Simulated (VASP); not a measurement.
## AlN: single point with r2SCAN

Crystal: AlN.

```
Al N
1.0
     3.10667    0.00000    0.00000
    -1.55333    2.69045    0.00000
     0.00000    0.00000    4.97840
Al N
2 2
Direct
  0.33333 0.66667 0.00169
  0.66667 0.33333 0.50169
  0.30402 0.64521 0.37171
  0.66667 0.33333 0.88331
```

This cell differs from its parent crystal: atom 3 (N) moved -0.100 Å along Cartesian [1 1 1].

| Item | Value |
| --- | --- |
| Program | VASP 6.6.1 |
| Task | single point |
| Functional | r2SCAN |
| Potentials or basis | VASP PAW PBE potentials, release 64 (Al, N) |
| Cutoff | 520 eV |
| k mesh | 12 × 12 × 6 |
| Occupations | gaussian, width 0.05 eV |
| Spin | no spin polarisation |

```json
{
  "Pressure": "0.4 GPa",
  "Largest force": "1.778 eV/Å",
  "Band gap on the k mesh": "4.94 eV"
}
```

Forces on the atoms (eV/Å):
```
Al  -0.077 -0.078 -0.464
Al  -0.877 -0.722 -0.297
N    1.006  0.846  1.197
N   -0.052 -0.046 -0.437
```

Stress tensor (GPa, compression positive):
```
 1.12  2.24 -1.59
 2.24 -2.96 -1.23
-1.59 -1.23  3.07
```

Levels at points of the mesh, in eV from the valence-band top:
```tsv
k point	band 4	band 5	band 6	band 7	band 8	band 9	band 10	band 11	band 12	band 13
(0.00, 0.00, 0.00)	-0.91	-0.70	-0.19	-0.08	0.00	4.94	7.57	11.51	12.01	12.23
(0.50, 0.00, 0.00)	-4.30	-3.24	-2.00	-1.97	-0.54	6.50	6.75	9.18	11.20	11.72
(0.00, 0.50, 0.00)	-4.03	-3.46	-2.10	-1.62	-0.67	6.20	6.67	9.01	11.38	11.72
(0.50, 0.50, 0.00)	-4.10	-3.41	-2.07	-1.71	-0.64	6.35	6.63	9.03	11.32	11.72
(0.00, 0.00, 0.50)	-3.33	-0.60	-0.52	-0.49	-0.26	7.19	7.30	11.03	11.67	12.28
(0.50, 0.00, 0.50)	-5.65	-1.47	-1.38	-1.25	-1.22	5.85	5.96	10.20	10.33	12.73
(0.00, 0.50, 0.50)	-5.49	-1.56	-1.51	-1.38	-1.34	6.03	6.18	10.04	10.31	12.79
(0.50, 0.50, 0.50)	-5.54	-1.54	-1.48	-1.35	-1.28	5.97	6.12	10.07	10.32	12.73
```

Wall time 25 min on 1 thread of Oxide Virtual Turin-like Processor, on a shared host, peak memory 0.32 GiB.

Caveat: the cell differs from its parent crystal (atom 3 (N) moved -0.100 Å along Cartesian [1 1 1]); the stress differs along the axes, from -3 to 3 GPa; the PAW data sets were made with another functional, which shifts forces and pressure a little. A k mesh can miss the band edges.
